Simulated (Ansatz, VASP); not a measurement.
**Two plane-wave programs on Pd**

```xyz
1
Lattice="0.0000 1.9465 1.9465 1.9465 0.0000 1.9465 1.9465 1.9465 0.0000" Properties=species:S:1:pos:R:3 pbc="T T T"
Pd    0.0000    0.0000    0.0000
```

Alike in both runs: task relaxation of cell and atoms; functional HSE06; k mesh 6 × 6 × 6; occupations fermi-dirac, width 0.05 eV; no spin polarisation.

|  | VASP | Ansatz |
| --- | --- | --- |
| version | VASP 6.6.1 | Ansatz 0.2.0 |
| potentials or method | VASP PAW PBE potentials, release 64 (Pd) | Ansatz PAW |
| plane-wave cutoff (eV) | 600 | 420 |
| valence electrons in the cell | 10 | 18 |

VASP gave:

| Quantity | Value |
| --- | --- |
| gap on the k mesh at the Fermi level, each at its own relaxed structure (eV) | none |
| relaxed volume (Å³/atom) | 14.86 |
| relaxed cell length with the largest relative difference (Å) | 2.760 |

**Question.** Which values does Ansatz return?

**Answer.** gap on the k mesh at the Fermi level, each at its own relaxed structure (eV): none; relaxed volume (Å³/atom): 14.83; relaxed cell length with the largest relative difference (Å): 2.758.

A gap of «none» marks a metal or a gap that the smearing closes. VASP's potentials hold 10 valence electrons a cell and Ansatz's 18, so a difference there can come from the potentials and not from the codes.

The k mesh is coarse, so the values compare programs but aren't converged. Noted on Ansatz's run: the plane-wave basis is chosen anew once the cell has moved, so the energies of steps on either side of that aren't comparable.
